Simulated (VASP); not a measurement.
# ZnMo3 (Pm-3m) in VASP: notebook, part 2 of 2

VASP 6.6.1.

### Step 5. Single point, PBE

This run uses another cell than the first one, of 15.71 Å³/atom, 1.079 times its volume.

File INCAR:

```
  ALGO = Normal
  EDIFF = 1E-6
  ENCUT = 520
  GGA = PE
  ISIF = 2
  ISMEAR = 1
  LASPH = T
  LCHARG = F
  LREAL = F
  LWAVE = F
  NBANDS = 35
  NELM = 100
  PREC = Accurate
  SIGMA = 0.1
```

File KPOINTS:

```
k-points
0
Gamma
  6 6 6
```

File POSCAR:

```
ZnMo3
1.0
    3.9757899077      0.0000000000      0.0000000000
    0.0000000000      3.9757899077      0.0000000000
    0.0000000000      0.0000000000      3.9757899077
Zn Mo
1 3
Direct
    0.0000000000      0.0000000000      0.0000000000
    0.0000000000      0.5000000000      0.5000000000
    0.5000000000      0.0000000000      0.5000000000
    0.5000000000      0.5000000000      0.0000000000
```

Potentials or basis: VASP PAW PBE potentials, release 64 (Zn, Mo_sv).

Started as:

```bash
> cat potpaw_PBE.64/Zn/POTCAR potpaw_PBE.64/Mo_sv/POTCAR > POTCAR
> mpirun -np 1 vasp_std > vasp.out
```

OUTCAR:

```text
EDIFF = 1E-6
   ENCUT = 520
   GGA = PE
   ISIF = 2
   ISMEAR = 1
   LASPH = T
   LREAL = F
   NELM = 100
   PREC = Accurate

 ion  position               nearest neighbor table
   1  0.000  0.000  0.000-   2 2.81   3 2.81   4 2.81   2 2.81   3 2.81   2 2.81   4 2.81   2 2.81
                             3 2.81   4 2.81   3 2.81   4 2.81
   2  0.000  0.500  0.500-   1 2.81   3 2.81   4 2.81   1 2.81   4 2.81   1 2.81   3 2.81   1 2.81
                             3 2.81   4 2.81   4 2.81   3 2.81
   3  0.500  0.000  0.500-   1 2.81   2 2.81   4 2.81   1 2.81   4 2.81   2 2.81   4 2.81   4 2.81
                             1 2.81   2 2.81   1 2.81   2 2.81
   4  0.500  0.500  0.000-   1 2.81   2 2.81   3 2.81   2 2.81   3 2.81   1 2.81   3 2.81   3 2.81
                             1 2.81   2 2.81   2 2.81   1 2.81

  LATTYP: Found a simple cubic cell.
 ALAT       =     3.9757899077

  Lattice vectors:

 A1 = (   3.9757899077,   0.0000000000,   0.0000000000)
 A2 = (   0.0000000000,   3.9757899077,   0.0000000000)
 A3 = (   0.0000000000,   0.0000000000,   3.9757899077)

Analysis of symmetry for initial positions (statically):
=====================================================================
 Subroutine PRICEL returns:
 Original cell was already a primitive cell.

 Routine SETGRP: Setting up the symmetry group for a
 simple cubic supercell.

 Subroutine GETGRP returns: Found 48 space group operations
 (whereof 48 operations were pure point group operations)
 out of a pool of 48 trial point group operations.

The static configuration has the point symmetry O_h .

Analysis of symmetry for dynamics (positions and initial velocities):
=====================================================================
 Subroutine PRICEL returns:
 Original cell was already a primitive cell.

[... 122 lines left out ...]
   EFERMI_NEDOS =   21; number of points for ismear=-14 and -15
   IALGO  =     38    algorithm
   IMIX   =      4    mixing-type and parameters
     AMIX     =   0.40;   BMIX     =  1.00
     AMIX_MAG =   1.60;   BMIX_MAG =  1.00
  volume/ion in A,a.u.               =      15.71       106.02
  Fermi-wavevector in a.u.,A,eV,Ry     =   1.556381  2.941134 32.957700  2.422323
  Thomas-Fermi vector in A             =   2.660185
   LORBIT       =      0    0 simple, 1 ext, 2 COOP (PROOUT), +10 PAW based schemes
   GGA     = PE    functional components
   LHFCALC =     F    Hartree Fock is set to
   AEXX    =    0.0000 exact exchange contribution
   IVDW    =     0    specifies the selected vdW correction
   LEPSILON=     F    determine dielectric tensor
   LRPA    =     F    only Hartree local field effects (RPA)
 non-spin polarized calculation
 Methfessel and Paxton  Order N= 1 SIGMA  =   0.10
  energy-cutoff  :      520.00
  volume of cell :       62.84
 maximum number of plane-waves:      1743
 NGX is ok and might be reduce to    30
   NGX = 15   NGY = 15   NGZ = 15

 number of electron      54.0000049 magnetization

 Free energy of the ion-electron system (eV)
  ---------------------------------------------------
  ext. energy  EPLUGINS =         0.00000000
  ---------------------------------------------------
  free energy    TOTEN  =       -33.17796903 eV

  energy without entropy =      -33.17751590  energy(sigma->0) =      -33.17781799

 E-fermi :   9.9116     XC(G=0): -12.8973

 val. band max:        9.9009896595   @ k =   0.3333   0.0000   0.0000
 cond. band min:       9.9145281555   @ k =   0.5000   0.3333   0.0000
 fundamental gap:      0.0135384960
 Fermi energy:         9.9116439863

 k-point     1 :       0.0000    0.0000    0.0000
  band No.  band energies     occupation
      1     -51.1717      2.00000
      2     -50.9325      2.00000
      3     -50.9325      2.00000
      4     -25.5855      2.00000
      5     -25.5855      2.00000
      6     -25.5855      2.00000
[... 749 lines left out ...]
     34      13.6552      0.00000
     35      13.6552      0.00000

------------------------ aborting loop because EDIFF is reached ----------------------------------------

  FORCE on cell =-STRESS in cart. coord.  units (eV):
  Direction    XX          YY          ZZ          XY          YZ          ZX
  --------------------------------------------------------------------------------------
  -------------------------------------------------------------------------------------
  Total       -2.3525422     -2.3525422     -2.3525422      0.0000000      0.0000000     -0.0000000
  in kB      -59.9760324    -59.9760324    -59.9760324      0.0000000      0.0000000     -0.0000000
  external PRESSURE =     -59.9760324 kB  Pullay stress =       0.0000000 kB

 VOLUME and BASIS-vectors are now :
 -----------------------------------------------------------------------------
  energy-cutoff  :      520.00
  volume of cell :       62.84
      direct lattice vectors                 reciprocal lattice vectors
     3.975789908  0.000000000  0.000000000     0.251522345  0.000000000  0.000000000
     0.000000000  3.975789908  0.000000000     0.000000000  0.251522345  0.000000000
     0.000000000  0.000000000  3.975789908     0.000000000  0.000000000  0.251522345

 POSITION                                       TOTAL-FORCE (eV/Angst)
 -----------------------------------------------------------------------------------
      0.00000      0.00000      0.00000         0.000000      0.000000      0.000000
      0.00000      1.98789      1.98789         0.000000      0.000000      0.000000
      1.98789      0.00000      1.98789         0.000000      0.000000      0.000000
      1.98789      1.98789      0.00000         0.000000      0.000000      0.000000
 -----------------------------------------------------------------------------------
    total drift:                                0.000000      0.000000     -0.000000

  FREE ENERGIE OF THE ION-ELECTRON SYSTEM (eV)
  ---------------------------------------------------
  free  energy   TOTEN  =       -33.1779690343 eV

  energy  without entropy=      -33.1775158989  energy(sigma->0) =      -33.17781799
```

OSZICAR:

```text
N       E                     dE             d eps       ncg     rms          rms(c)
DAV:   1     0.691725109590E+03    0.69173E+03   -0.31170E+04  1400   0.190E+03
DAV:   2     0.596103343308E+01   -0.68576E+03   -0.67136E+03  1484   0.544E+02
DAV:   3    -0.341049817021E+02   -0.40066E+02   -0.38101E+02  1625   0.134E+02
DAV:   4    -0.352315113099E+02   -0.11265E+01   -0.11058E+01  1652   0.195E+01
DAV:   5    -0.352466092042E+02   -0.15098E-01   -0.15082E-01  1569   0.240E+00    0.214E+01
DAV:   6    -0.333881638795E+02    0.18584E+01   -0.54111E+00  1689   0.251E+01    0.666E+00
DAV:   7    -0.332086509150E+02    0.17951E+00   -0.10862E+00  1788   0.849E+00    0.168E+00
DAV:   8    -0.331843339557E+02    0.24317E-01   -0.10102E-01  1625   0.394E+00    0.122E+00
DAV:   9    -0.331783404817E+02    0.59935E-02   -0.23116E-02  1536   0.113E+00    0.159E-01
DAV:  10    -0.331780610407E+02    0.27944E-03   -0.47244E-03  1721   0.499E-01    0.162E-01
DAV:  11    -0.331779730627E+02    0.87978E-04   -0.89675E-04  1759   0.271E-01    0.265E-02
DAV:  12    -0.331779733522E+02   -0.28956E-06   -0.21911E-05  1512   0.339E-02    0.182E-02
DAV:  13    -0.331779691426E+02    0.42096E-05   -0.14973E-05  1731   0.301E-02    0.142E-03
DAV:  14    -0.331779690343E+02    0.10831E-06   -0.36245E-07   839   0.393E-03
   1 F= -.33177969E+02 E0= -.33177818E+02  d E =-.453135E-03
```

It took 33 s on 1 thread of Intel Xeon Platinum 8375C at 2.90GHz (Ice Lake), shared host; peak memory 0.18 GiB.

Results:

```
Free energy            : -33.1780 eV
Pressure               : -6.0 GPa
Band gap on the k mesh : zero (band 27 reaches 10.77 eV, above the bottom of band 28 at 9.32 eV)
```

### Step 6. Overview

```csv
cell,gap on the mesh (eV),pressure (GPa)
"a = 3.876 Å, 4 atoms",none,11.1
"a = 3.910 Å, 4 atoms",none,4.6
"a = 3.943 Å, 4 atoms",none,-1.1
"a = 3.976 Å, 4 atoms",none,-6.0
```

Alike in all rows: task single point; level PBE; potentials or basis VASP PAW PBE potentials, release 64 (Zn, Mo_sv); no spin polarisation; k mesh 6 × 6 × 6; cutoff (eV) 520; smearing methfessel-paxton 0.1 eV.

Absolute energies hang on the potentials; compare differences alone.
